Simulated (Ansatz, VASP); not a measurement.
Bi in VASP and in Ansatz

```
Bi
1.0
     5.11825    0.00000    0.00000
     0.00000    4.51970    0.00000
     0.00000    0.00000   29.35979
Bi
4
Cartesian
  0.2461 0.0000 10.9767
  2.3130 2.2598 10.9767
  2.8052 2.2598 8.0233
  4.8721 0.0000 8.0233
```

Alike in both runs: task single point; functional PBE; k mesh 6 × 6 × 1; occupations fermi-dirac, width 0.02 eV; no spin polarisation.

```csv
,VASP,Ansatz
version,VASP 6.6.1,Ansatz 0.2.0
potentials or method,"VASP PAW PBE potentials, release 64 (Bi_d)","plane waves, PAW"
plane-wave cutoff (eV),520,420
valence electrons in the cell,60,60
```

```tsv
	VASP	Ansatz	Ansatz less VASP
rms of the force components (eV/Å)	0.125	0.120	-0.0052
```

Atom by atom the forces differ by 0.005 eV/Å (rms over components). The functional is the same, so the differences come from potentials, cutoffs and numerics.

Spin-orbit coupling is off throughout.
